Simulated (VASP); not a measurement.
A run of VASP 6.6.1 is set up as follows.

Contents of INCAR:

```
SYSTEM = Y
PREC = Accurate ; ENCUT = 500
EDIFF = 1E-6 ; ISMEAR = -1
SIGMA = 0.05 ; LREAL = .False.
LASPH = .True. ; NELM = 120
ALGO = Normal ; ISIF = 2
LWAVE = .False. ; LCHARG = .False.
GGA = PE ; NBANDS = 18
GGA_COMPAT = .False.
```

The input KPOINTS:

```
Automatic mesh
0
Gamma
  6 6 6
  0 0 0
```

The input POSCAR:

```
Y
1.0
    0.0000000000      2.9064837355      2.9064837355
    2.9064837355      0.0000000000      2.9064837355
    2.9064837355      2.9064837355      0.0000000000
Y
2
Direct
    1.0000000000      1.0000000000      1.0000000000
    0.2500000000      0.2500000000      0.2500000000
```

Potentials or basis: VASP PAW PBE potentials, release 64 (Y_sv).

Command:

```console
$ cat potpaw_PBE.64/Y_sv/POTCAR > POTCAR
$ mpirun -np 1 vasp_std > vasp.out
```

Task: What does it give for the pressure?

Result: 15.1 GPa.

Task: Estimate the band gap on the k mesh.

Result: Zero (bands 11 and 12 overlap by 1.47 eV).

Caveat: the cell stands under pressure.
